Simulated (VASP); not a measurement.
# Zn3H8S3 in VASP: a series of runs, part 2 of 2

VASP 6.6.1. Earlier steps stand in the parts before.

### 3 Single point, PBE

This run uses another cell than the first one.

The input, INCAR:

```
SYSTEM = Zn3H8S3
PREC = Accurate
ENCUT = 520
EDIFF = 1E-6
ISMEAR = 0
SIGMA = 0.05
LREAL = Auto
LASPH = .TRUE.
NELM = 60
ALGO = Normal
ISIF = 2
LWAVE = .FALSE.
LCHARG = .FALSE.
GGA = PE
NBANDS = 82
```

The input, KPOINTS:

```
Automatic mesh
0
G
  1 1 6
  0 0 0
```

The input, POSCAR:

```
Zn3H8S3
1.0
   16.0000000000      0.0000000000      0.0000000000
    0.0000000000     16.5000000000      0.0000000000
    0.0000000000      0.0000000000      5.4762622372
Zn S H
6 6 16
Direct
    0.5827786683      0.5000000000      0.7500000000
    0.5774996467      0.3297697739      0.2598882692
    0.5774996467      0.6702302261      0.2401117308
    0.4172213317      0.5000000000      0.2500000000
    0.4225003533      0.3297697739      0.7401117308
    0.4225003533      0.6702302261      0.7598882692
    0.5000000000      0.4162806413      0.0000000000
    0.5000000000      0.5837193587      0.5000000000
    0.3352698374      0.4054658431      0.4708738369
    0.6647301626      0.4054658431      0.5291261631
    0.3352698374      0.5945341569      0.0291261631
    0.6647301626      0.5945341569     -0.0291261631
    0.5688590326      0.2372562542      0.2702657427
    0.7615933179      0.2747311177      0.0634527028
    0.5688590326      0.7627437458      0.2297342573
    0.7615933179      0.7252688823      0.4365472972
    0.3033081878      0.4587777202      0.6333705111
    0.2368763553      0.2986292746      0.0533217148
    0.6966918122      0.4587777202      0.3666294889
    0.7631236447      0.2986292746      0.9466782852
    0.4311409674      0.2372562542      0.7297342573
    0.2384066821      0.2747311177      0.9365472972
    0.4311409674      0.7627437458      0.7702657427
    0.2384066821      0.7252688823      0.5634527028
    0.3033081878      0.5412222798      0.8666294889
    0.2368763553      0.7013707254      0.4466782852
    0.6966918122      0.5412222798      0.1333705111
    0.7631236447      0.7013707254      0.5533217148
```

Potentials or basis: VASP PAW PBE potentials, release 64 (Zn, S, H).

Command:

```sh
> cat potpaw_PBE.64/Zn/POTCAR potpaw_PBE.64/S/POTCAR potpaw_PBE.64/H/POTCAR > POTCAR
> mpirun -np 1 vasp_std > vasp.out
```

OUTCAR:

```text
SYSTEM = Zn3H8S3
   PREC = Accurate
   ENCUT = 520
   EDIFF = 1E-6
   ISMEAR = 0
   LREAL = Auto
   LASPH = .TRUE.
   NELM = 60
   ISIF = 2
   GGA = PE

 ion  position               nearest neighbor table
   1  0.583  0.500  0.750-   7 2.35   8 2.35  10 2.37  12 2.37
   2  0.577  0.330  0.260-  13 1.53   7 2.37  10 2.38
   3  0.577  0.670  0.240-  15 1.53   8 2.37  12 2.38
   4  0.417  0.500  0.250-   7 2.35   8 2.35   9 2.37  11 2.37
   5  0.423  0.330  0.740-  21 1.53   7 2.37   9 2.38
   6  0.423  0.670  0.760-  23 1.53   8 2.37  11 2.38
   7  0.500  0.416  0.000-   1 2.35   4 2.35   2 2.37   5 2.37
   8  0.500  0.584  0.500-   1 2.35   4 2.35   3 2.37   6 2.37
   9  0.335  0.405  0.471-  17 1.35   4 2.37   5 2.38
  10  0.665  0.405  0.529-  19 1.35   1 2.37   2 2.38
  11  0.335  0.595  0.029-  25 1.35   4 2.37   6 2.38
  12  0.665  0.595  0.971-  27 1.35   1 2.37   3 2.38
  13  0.569  0.237  0.270-   2 1.53
  14  0.762  0.275  0.063-  20 0.75
  15  0.569  0.763  0.230-   3 1.53
  16  0.762  0.725  0.437-  28 0.75
  17  0.303  0.459  0.633-   9 1.35
  18  0.237  0.299  0.053-  22 0.75
[... 236 lines left out ...]

 k-point     1 :       0.0000    0.0000    0.0000
  band No.  band energies     occupation
      1     -17.5475      2.00000
      2     -17.4152      2.00000
      3     -17.1508      2.00000
      4     -17.1179      2.00000
      5     -16.6997      2.00000
      6     -16.5116      2.00000
[... 297 lines left out ...]
     73       1.0127      0.00000
     74       1.0127      0.00000
 [bands above 74 left out]

------------------------ aborting loop because EDIFF is reached ----------------------------------------

  FORCE on cell =-STRESS in cart. coord.  units (eV):
  Direction    XX          YY          ZZ          XY          YZ          ZX
  --------------------------------------------------------------------------------------
  -------------------------------------------------------------------------------------
  Total       -0.1180162     -0.0708432     -0.2448100      0.0000000      0.0000000      0.0000000
  in kB       -0.1307869     -0.0785092     -0.2713011      0.0000000      0.0000000      0.0000000
  external PRESSURE =      -0.1601990 kB  Pullay stress =       0.0000000 kB

 VOLUME and BASIS-vectors are now :
 -----------------------------------------------------------------------------
  energy-cutoff  :      520.00
  volume of cell :     1445.73
      direct lattice vectors                 reciprocal lattice vectors
    16.000000000  0.000000000  0.000000000     0.062500000  0.000000000  0.000000000
     0.000000000 16.500000000  0.000000000     0.000000000  0.060606061  0.000000000
     0.000000000  0.000000000  5.476262237     0.000000000  0.000000000  0.182606303

 POSITION                                       TOTAL-FORCE (eV/Angst)
 -----------------------------------------------------------------------------------
      9.32446      8.25000      4.10720         0.004925     -0.000000      0.000000
      9.23999      5.44120      1.42322         0.001069     -0.002444     -0.001221
      9.23999     11.05880      1.31491         0.001069      0.002444      0.001221
      6.67554      8.25000      1.36907        -0.004925     -0.000000      0.000000
      6.76001      5.44120      4.05305        -0.001069     -0.002444      0.001221
      6.76001     11.05880      4.16135        -0.001069      0.002444     -0.001221
[... 20 lines left out ...]
     11.14707      8.93017      0.73037        -0.025384      0.042426     -0.043764
     12.20998     11.57262      3.03013         0.000275      0.004214     -0.008003
 -----------------------------------------------------------------------------------
    total drift:                               -0.000001      0.000000      0.000000

  FREE ENERGIE OF THE ION-ELECTRON SYSTEM (eV)
  ---------------------------------------------------
  free  energy   TOTEN  =       -89.5666613744 eV

  energy  without entropy=      -89.5666613744  energy(sigma->0) =      -89.56666137
```

stdout:

```text
POSCAR found type information on POSCAR ZnS H
 POSCAR found :  3 types and      28 ions
 scaLAPACK will be used
 LDA part: xc-table for (Slater+PW92), standard interpolation
 POSCAR, INCAR and KPOINTS ok, starting setup
 FFT: planning ... GRIDC
 FFT: planning ... GRID_SOFT
 FFT: planning ... GRID
 WAVECAR not read
 entering main loop
```

Run time: 20 min. Hardware: 1 thread of Oxide Virtual Turin-like, shared host; peak memory 1.3 GiB.

What came out:

```
Free energy            : -89.5667 eV
Largest force          : 0.073 eV/Å
Band gap on the k mesh : 3.64 eV (least direct gap 3.68 eV)
```

Forces in eV/Å, atoms in the order of the input:
```
Zn   0.005  0.000  0.000
Zn   0.001 -0.002 -0.001
Zn   0.001  0.002  0.001
Zn  -0.005  0.000  0.000
Zn  -0.001 -0.002  0.001
Zn  -0.001  0.002 -0.001
S    0.000  0.004  0.000
S    0.000 -0.004  0.000
S   -0.044  0.041  0.042
S    0.044  0.041 -0.042
S   -0.044 -0.041 -0.042
S    0.044 -0.041  0.042
H    0.000 -0.017  0.000
H    0.000  0.005 -0.008
H    0.000  0.017  0.000
H    0.000 -0.005  0.008
H    0.025 -0.042 -0.044
H    0.000 -0.004 -0.008
H   -0.025 -0.042  0.044
H    0.000 -0.004  0.008
H    0.000 -0.017  0.000
H    0.000  0.005  0.008
H    0.000  0.017  0.000
H    0.000 -0.005 -0.008
H    0.025  0.042  0.044
H    0.000  0.004  0.008
H   -0.025  0.042 -0.044
H    0.000  0.004 -0.008
```

Levels at points of the mesh, in eV from the valence-band top:
```tsv
k point	band 58	band 59	band 60	band 61	band 62	band 63	band 64	band 65	band 66	band 67
(0.00, 0.00, 0.00)	-0.49	-0.48	-0.20	-0.13	-0.03	3.65	3.82	4.07	4.29	4.59
(0.00, 0.00, 0.50)	-0.57	-0.39	-0.39	-0.07	-0.07	3.64	3.64	4.53	4.53	4.88
```
